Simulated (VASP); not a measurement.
Input of a VASP 6.6.1 run:

Contents of INCAR:

```
SYSTEM = Pt
ALGO = Fast ; EDIFF = 1E-6
ENCUT = 520 ; GGA = PS
ISIF = 2 ; ISMEAR = 0
LASPH = .TRUE. ; LCHARG = .FALSE.
LREAL = .FALSE. ; LWAVE = .FALSE.
NBANDS = 11 ; NELM = 60
PREC = Accurate ; SIGMA = 0.15
```

File KPOINTS:

```
k-points
0
G
  26 26 26
  0 0 0
```

The input POSCAR:

```
Pt
1.0
    0.0000000000      1.9100545869      2.0569818628
    1.9100545869      0.0000000000      2.0569818628
    1.9100545869      1.9100545869      0.0000000000
Pt
1
Direct
    0.0000000000      0.0000000000      0.0000000000
```

Potentials or basis: VASP PAW PBE potentials, release 64 (Pt).

Command:

```console
$ cat potpaw_PBE.64/Pt/POTCAR > POTCAR
$ mpirun -np 1 vasp_std > vasp.out
```

Q: What does it give for the band gap on the k mesh?

A: Zero (band 5 reaches 12.10 eV, above the bottom of band 6 at 9.49 eV).

Q: Predict the pressure.

A: 1.0 GPa.

Stress tensor (GPa, compression positive):
```
 4.17  0.00  0.00
 0.00  4.17  0.00
 0.00  0.00 -5.49
```

Caveat: the cell differs from its parent crystal (strain -0.025 along x and y, +0.050 along z); the PAW data sets were made with another functional, which shifts forces and pressure a little; spin-orbit coupling is left out, which moves the levels of the heavy elements.
